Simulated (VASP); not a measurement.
A run of VASP 6.6.1 is set up as follows.

INCAR

```
PREC = Accurate
ENCUT = 520
EDIFF = 1E-7
ISMEAR = -1
SIGMA = 0.05
LREAL = False
LASPH = True
NELM = 80
ALGO = Normal
ISIF = 2
LWAVE = False
LCHARG = True
GGA = PS
LELF = True
LVHAR = True
NBANDS = 12
```

KPOINTS

```
Automatic mesh
0
Gamma
  10 10 3
```

File POSCAR:

```
Mg
1.0
    2.8762976140      0.0000000000      0.0000000000
   -1.4381488070      2.4909468026      0.0000000000
    0.0000000000      0.0000000000      9.3392538327
Mg
4
Direct
    0.6666666667      0.3333333333      0.7500000000
    0.0000000000      0.0000000000      0.5000000000
    0.3333333333      0.6666666667      0.2500000000
    0.0000000000      0.0000000000      0.0000000000
```

Potentials or basis: VASP PAW PBE potentials, release 64 (Mg).

The run is started by

```sh
$ cat potpaw_PBE.64/Mg/POTCAR > POTCAR
$ mpirun -np 1 vasp_std > vasp.out
```

(1) What does it give for the pressure?

(2) What does it give for the band gap on the k mesh?

## Answers

(1) 20.2 GPa.

(2) zero (bands 4 and 5 overlap by 1.79 eV).

Caveat: the cell stands under pressure; the PAW data sets were made with another functional, which shifts forces and pressure a little.
